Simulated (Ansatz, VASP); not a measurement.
# Sb: VASP beside Ansatz

```
Sb
1.0
     3.31465    0.00000    0.00000
    -1.65733    2.87057    0.00000
     0.00000    0.00000    5.50622
Sb
2
Direct
  0.33333 0.66667 0.25000
  0.66667 0.33333 0.75000
```

Alike in both runs: task single point; functional r2SCAN; k mesh 18 × 18 × 10; occupations gaussian, width 0.15 eV; no spin polarisation.

|  | VASP | Ansatz |
| --- | --- | --- |
| version | VASP 6.6.1 | Ansatz 0.2.0 |
| potentials or method | VASP PAW PBE potentials, release 64 (Sb), cutoff 520 eV | scalar-relativistic, plane waves, PAW |
| valence electrons in the cell | 10 | 30 |

```tsv
	VASP	Ansatz	Ansatz less VASP
gap on the k mesh at the Fermi level (eV)	none	none	-
pressure (GPa)	2.2	2.3	+0.10
traceless stress, the component that is largest in VASP (GPa)	-0.14	-0.14	+0.007
```

VASP's potentials were made for PBE, not for r2SCAN. A gap of «none» marks a metal or a gap that the smearing closes. VASP's potentials hold 10 valence electrons a cell and Ansatz's 30, so a difference there can come from the potentials and not from the codes.

Neither program's run includes spin-orbit coupling.
